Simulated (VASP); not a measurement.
# HPbNO4 (P1) in VASP: further runs, part 3 of 3

VASP 6.6.1. The steps go on from the part before.

### Step 4. Single point, BLYP

This run uses another cell than the first one, of 14.48 Å³/atom.

The input, INCAR:

```
SYSTEM = HPbNO4
PREC     = Accurate       ! precision mode
ENCUT    = 520            ! plane-wave cutoff, eV
EDIFF    = 1E-6           ! SCF threshold, eV
ISMEAR   = -1             ! smearing method
SIGMA    = 0.05           ! smearing width, eV
LREAL    = .FALSE.        ! projectors in reciprocal space
LASPH    = .TRUE.         ! aspherical terms in the spheres
NELM     = 100            ! most SCF steps
ALGO     = Normal         ! electronic algorithm
ISIF     = 2              ! what is computed and relaxed
LWAVE    = .FALSE.        ! write WAVECAR
LCHARG   = .FALSE.        ! write CHGCAR
GGA      = B5             ! functional
ALDAX    = 1.0          
AGGAX    = 1.0          
AGGAC    = 1.0          
ALDAC    = 0.0          
NBANDS   = 31             ! bands
```

The input, KPOINTS:

```
Automatic mesh
0
G
  7 7 5
  0 0 0
```

The input, POSCAR:

```
HPbNO4
1.0
    4.1992300000      0.1111700000      0.1681700000
    1.9160000000      3.8913200000      0.1256800000
    1.7608500000      1.2525900000      6.3726600000
H Pb N O
1 1 1 4
Direct
    0.8914500000      0.6820200000      0.6279600000
    0.1442600000      0.9287200000      0.8835200000
    0.2567000000      0.2886100000      0.3017100000
    0.8310800000      0.6505600000      0.7840500000
    0.3869400000      0.2238000000      0.1129500000
    0.3110400000      0.0357600000      0.4585600000
    0.0772600000      0.6063300000      0.3227500000
```

Potentials or basis: VASP PAW PBE potentials, release 64 (H, Pb_d, N, O).

Command:

```console
> cat potpaw_PBE.64/H/POTCAR potpaw_PBE.64/Pb_d/POTCAR potpaw_PBE.64/N/POTCAR potpaw_PBE.64/O/POTCAR > POTCAR
> mpirun -np 1 vasp_std > vasp.out
```

OUTCAR:

```text
SYSTEM = HPbNO4
   PREC = Accurate
   ENCUT = 520
   EDIFF = 1E-6
   ISMEAR = -1
   LREAL = .FALSE.
   LASPH = .TRUE.
   NELM = 100
   ISIF = 2
   GGA = B5

 ion  position               nearest neighbor table
   1  0.891  0.682  0.628-   4 0.98
   2  0.144  0.929  0.884-   4 2.48   4 2.51   6 2.67   4 2.72   5 2.81   7 2.84   5 2.91   5 2.93

   3  0.257  0.289  0.302-   6 1.25   7 1.26   5 1.28
   4  0.831  0.651  0.784-   1 0.98   2 2.48   2 2.51   2 2.72
   5  0.387  0.224  0.113-   3 1.28   2 2.81   2 2.91   2 2.93
   6  0.311  0.036  0.459-   3 1.25   2 2.67
   7  0.077  0.606  0.323-   3 1.26   2 2.84

  LATTYP: Found a triclinic cell.
 ALAT       =     6.7290690222
 B/A-ratio  =     1.0080435208
 C/A-ratio  =     0.6247619357
 COS(alpha) =     0.0037064377
 COS(beta)  =     0.3041824545
 COS(gamma) =     0.7937729759

  Lattice vectors:

 A1 = (   1.7608500000,   1.2525900000,   6.3726600000)
 A2 = (  -0.1551500000,  -2.6387300000,   6.2469800000)
 A3 = (   4.1992300000,   0.1111700000,   0.1681700000)

Analysis of symmetry for initial positions (statically):
=====================================================================
 Subroutine PRICEL returns:
 Original cell was already a primitive cell.

 Routine SETGRP: Setting up the symmetry group for a
 triclinic supercell.

 Subroutine GETGRP returns: Found  1 space group operations
 (whereof  1 operations were pure point group operations)
 out of a pool of  2 trial point group operations.

The static configuration has the point symmetry C_1 .

Analysis of symmetry for dynamics (positions and initial velocities):
=====================================================================
 Subroutine PRICEL returns:
 Original cell was already a primitive cell.

 Routine SETGRP: Setting up the symmetry group for a
 triclinic supercell.
[... 134 lines left out ...]
     AMIX     =   0.40;   BMIX     =  1.00
     AMIX_MAG =   1.60;   BMIX_MAG =  1.00
  volume/ion in A,a.u.               =      14.48        97.74
  Fermi-wavevector in a.u.,A,eV,Ry     =   1.239444  2.342210 20.901576  1.536223
  Thomas-Fermi vector in A             =   2.373927
   LORBIT       =      0    0 simple, 1 ext, 2 COOP (PROOUT), +10 PAW based schemes
   GGA     = B5    functional components
   LHFCALC =     F    Hartree Fock is set to
   AEXX    =    0.0000 exact exchange contribution
   IVDW    =     0    specifies the selected vdW correction
   LEPSILON=     F    determine dielectric tensor
   LRPA    =     F    only Hartree local field effects (RPA)
 non-spin polarized calculation
  energy-cutoff  :      520.00
  volume of cell :      101.39
 maximum number of plane-waves:      2747
   NGX = 15   NGY = 17   NGZ = 25

 number of electron      43.9999998 magnetization

 Free energy of the ion-electron system (eV)
  ---------------------------------------------------
  ext. energy  EPLUGINS =         0.00000000
  ---------------------------------------------------
  free energy    TOTEN  =       -38.24482710 eV

  energy without entropy =      -38.24482710  energy(sigma->0) =      -38.24482710

 E-fermi :   2.2731     XC(G=0):  -8.3568

 val. band max:        1.1489669050   @ k =  -0.2857   0.2857   0.4000
 cond. band min:       3.8881633210   @ k =  -0.2857   0.4286   0.4000
 fundamental gap:      2.7391964160
 Fermi energy:         2.2731258240

 k-point     1 :       0.0000    0.0000    0.0000
  band No.  band energies     occupation
      1     -24.6777      2.00000
      2     -19.3139      2.00000
      3     -18.9824      2.00000
      4     -16.4272      2.00000
      5     -14.0936      2.00000
      6     -14.0741      2.00000
[... 805 lines left out ...]
     30      11.3911      0.00000
     31      12.5141      0.00000

 [... further k-points ...]

------------------------ aborting loop because EDIFF is reached ----------------------------------------

  FORCE on cell =-STRESS in cart. coord.  units (eV):
  Direction    XX          YY          ZZ          XY          YZ          ZX
  --------------------------------------------------------------------------------------
  -------------------------------------------------------------------------------------
  Total        0.8207183      2.4774726      2.5201162     -0.1022574     -0.1323439     -0.0524968
  in kB       12.9690670     39.1492516     39.8231101     -1.6158813     -2.0913101     -0.8295600
  external PRESSURE =      30.6471429 kB  Pullay stress =       0.0000000 kB

 VOLUME and BASIS-vectors are now :
 -----------------------------------------------------------------------------
  energy-cutoff  :      520.00
  volume of cell :      101.39
      direct lattice vectors                 reciprocal lattice vectors
     4.199230000  0.111170000  0.168170000     0.243027768 -0.118243312 -0.043910244
     1.916000000  3.891320000  0.125680000    -0.004909750  0.261012831 -0.049947232
     1.760850000  1.252590000  6.372660000    -0.006316502 -0.002027272  0.159064151

 POSITION                                       TOTAL-FORCE (eV/Angst)
 -----------------------------------------------------------------------------------
      6.15590      3.53964      4.23741         0.000453     -0.003106     -0.076777
      3.94095      4.73667      5.77135         0.003307      0.086641      0.032469
      2.16219      1.52953      2.00214         0.009022     -0.079609     -0.061477
      6.11696      3.60602      5.21801        -0.005400     -0.032598     -0.017740
      2.25254      1.05537      0.81299         0.056342     -0.306407     -0.695676
      2.18210      0.74812      2.97905         0.014918     -0.542387      0.674106
      2.05448      2.77229      2.14597        -0.078643      0.877467      0.145094
 -----------------------------------------------------------------------------------
    total drift:                               -0.000542     -0.000304     -0.000640

  FREE ENERGIE OF THE ION-ELECTRON SYSTEM (eV)
  ---------------------------------------------------
  free  energy   TOTEN  =       -38.2448271013 eV

  energy  without entropy=      -38.2448271012  energy(sigma->0) =      -38.24482710
```

OSZICAR:

```text
N       E                     dE             d eps       ncg     rms          rms(c)
DAV:   1     0.477217191194E+03    0.47722E+03   -0.21838E+04  7626   0.149E+03
DAV:   2     0.151420620763E+02   -0.46208E+03   -0.43020E+03  8455   0.413E+02
DAV:   3    -0.415928987261E+02   -0.56735E+02   -0.55515E+02  9541   0.156E+02
DAV:   4    -0.438254876102E+02   -0.22326E+01   -0.22218E+01  9223   0.340E+01
DAV:   5    -0.439199368140E+02   -0.94449E-01   -0.94408E-01 10696   0.676E+00    0.155E+01
DAV:   6    -0.383857094920E+02    0.55342E+01   -0.19711E+01 11490   0.329E+01    0.588E+00
DAV:   7    -0.383093131597E+02    0.76396E-01   -0.21207E+00  8823   0.865E+00    0.356E+00
DAV:   8    -0.382583109991E+02    0.51002E-01   -0.48142E-01 10182   0.448E+00    0.111E+00
DAV:   9    -0.382442306486E+02    0.14080E-01   -0.79015E-02 10837   0.223E+00    0.426E-01
DAV:  10    -0.382448118982E+02   -0.58125E-03   -0.13215E-02 10448   0.831E-01    0.219E-01
DAV:  11    -0.382448392368E+02   -0.27339E-04   -0.26283E-03 10354   0.421E-01    0.800E-02
DAV:  12    -0.382448261409E+02    0.13096E-04   -0.49581E-04 10291   0.158E-01    0.239E-02
DAV:  13    -0.382448274601E+02   -0.13193E-05   -0.48819E-05  9064   0.518E-02    0.107E-02
DAV:  14    -0.382448275533E+02   -0.93186E-07   -0.13817E-05 10453   0.248E-02    0.665E-03
DAV:  15    -0.382448271013E+02    0.45207E-06   -0.15637E-06  7117   0.106E-02
   1 F= -.38244827E+02 E0= -.38244827E+02  d E =-.284337E-10
```

stdout:

```text
POSCAR found type information on POSCAR H PbN O
 POSCAR found :  4 types and       7 ions
 scaLAPACK will be used
 -----------------------------------------------------------------------------
|                                                                             |
|                                                                             |
|     You enforced a specific xc type in the INCAR file but a different       |
|     I HOPE YOU KNOW WHAT YOU ARE DOING!                                     |
|                                                                             |
 -----------------------------------------------------------------------------

 LDA part: xc-table for (Slater(with rela. corr.)+VWN5), standard interpolation
 POSCAR, INCAR and KPOINTS ok, starting setup
 FFT: planning ... GRIDC
 FFT: planning ... GRID_SOFT
 FFT: planning ... GRID
 WAVECAR not read
 entering main loop
```

It took 5.3 min on 1 thread of Intel Xeon Platinum 8488C (Sapphire Rapids), shared host; peak memory 0.46 GiB.

Results:

```yaml
Free_energy: -38.2448 eV
Pressure: 3.1 GPa
Largest_force: 0.893 eV/Å
Band_gap_on_the_k_mesh: 2.74 eV (least direct gap 2.76 eV)
```

Forces on the atoms (eV/Å):
```
H    0.000 -0.003 -0.077
Pb   0.003  0.087  0.032
N    0.009 -0.080 -0.061
O   -0.005 -0.033 -0.018
O    0.056 -0.306 -0.696
O    0.015 -0.542  0.674
O   -0.079  0.877  0.145
```

Stress tensor (GPa, compression positive):
```
 1.30 -0.16 -0.08
-0.16  3.91 -0.21
-0.08 -0.21  3.98
```

Caveat: the standard files for N, O and F lose accuracy on very short bonds; the cell stands under pressure; the PAW data sets were made with another functional, which shifts forces and pressure a little; spin-orbit coupling is left out, which moves the levels of the heavy elements; an odd mesh through Γ misses points on the zone boundary, where band edges can lie.

### Step 5. The runs side by side

| task | cell | k mesh | cutoff (eV) | gap on the mesh (eV) | pressure (GPa) | largest force (eV/Å) |
| --- | --- | --- | --- | --- | --- | --- |
| single point | a = 4.263, b = 4.432, c = 6.811 Å, angles 71.7, 72.0, 61.7°, 7 atoms, atomic positions A | 5 × 5 × 3 | 520 | 2.86 | 0.9 | 0.54 |
| relaxation of cell and atoms | relaxed from a = 4.204, b = 4.339, c = 6.729 Å, angles 71.9, 72.3, 62.2°, 7 atoms, atomic positions B | 5 × 5 × 3 | 600 | 2.76 | 0.0 | 0.01 |
| single point | a = 4.204, b = 4.339, c = 6.729 Å, angles 71.9, 72.3, 62.2°, 7 atoms, atomic positions B | 7 × 7 × 5 | 520 | 2.74 | 3.1 | 0.89 |

Alike in all rows: level BLYP; potentials or basis VASP PAW PBE potentials, release 64 (H, Pb_d, N, O); no spin polarisation; smearing fermi-dirac 0.05 eV.

Caveats: the standard files for N, O and F lose accuracy on very short bonds; the PAW data sets were made with another functional, which shifts forces and pressure a little; spin-orbit coupling is left out, which moves the levels of the heavy elements; an odd mesh through Γ misses points on the zone boundary, where band edges can lie; the cell stands under pressure (at least some runs).

Total energies depend on the potentials used, so only differences within one code and one set of settings carry meaning.
